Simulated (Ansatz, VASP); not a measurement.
**Cd4S in VASP and in Ansatz**

```xyz
5
Lattice="5.9652 0.0000 0.0000 -2.9826 5.1660 0.0000 0.0000 0.0000 5.0739" Properties=species:S:1:pos:R:3 pbc="T T T"
Cd    2.9826    0.0000    0.0000
Cd   -1.4913    2.5830    0.0000
Cd    1.4913    2.5830    0.0000
Cd    0.0000    0.0000    0.0000
S     0.0000    0.0000    2.5370
```

Alike in both runs: functional PBE; k mesh 6 × 6 × 8; occupations gaussian, width 0.1 eV; no spin polarisation.

Ansatz relaxed the structure, and its values are those at the end. VASP's run is a single point on that final structure, the one shown.

|  | VASP | Ansatz |
| --- | --- | --- |
| version | VASP 6.6.1 | Ansatz 0.2.0 |
| potentials or method | VASP PAW PBE potentials, release 64 (Cd, S), cutoff 520 eV | scalar-relativistic, plane waves, PAW |
| valence electrons in the cell | 54 | 86 |

|  | VASP | Ansatz | Ansatz less VASP |
| --- | --- | --- | --- |
| gap on the k mesh at the Fermi level (eV) | none | none | - |
| pressure (GPa) | 0.2 | 0.0 | -0.19 |

A gap of «none» marks a metal or a gap that the smearing closes. VASP's potentials hold 54 valence electrons a cell and Ansatz's 86, so a difference there can come from the potentials and not from the codes.
